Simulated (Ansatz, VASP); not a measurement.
**EuS: VASP beside Ansatz**

```
Eu S
1.0
     0.00000    2.97850    2.97850
     2.97850    0.00000    2.97850
     2.97850    2.97850    0.00000
Eu S
1 1
Direct
  0.50000 0.50000 0.50000
  0.00000 0.00000 0.00000
```

Alike in both runs: task single point; functional PBE; k mesh 4 × 4 × 4; occupations gaussian, width 0.05 eV; collinear spin; Hubbard terms Eu f U = 6.0 eV.

|  | VASP | Ansatz |
| --- | --- | --- |
| version | VASP 6.6.1 | Ansatz 0.2.0 |
| potentials or method | VASP PAW PBE potentials, release 64 (Eu, S), cutoff 600 eV | scalar-relativistic, plane waves, PAW |
| valence electrons in the cell | 23 | 23 |

|  | VASP | Ansatz | Ansatz less VASP |
| --- | --- | --- | --- |
| gap on the k mesh at the Fermi level (eV) | 0.41 | 0.70 | +0.283 |
| least direct gap on the mesh (eV) | 0.68 | 1.11 | +0.431 |
| pressure (GPa) | 1.3 | 0.9 | -0.31 |
| net moment per atom (μB) | 3.50 | 3.50 | 0.000 |
| size of the moment on the site where the two differ most (μB) | 6.72 | 6.86 | +0.143 |

Site moments also hang on the region over which each program counts them. The programs project onto different local orbitals, so the same U acts differently, and such runs can settle in different states. Ansatz's warnings: stability check not made.

The k mesh is coarse, so the values compare programs but aren't converged. Neither program's run includes spin-orbit coupling.
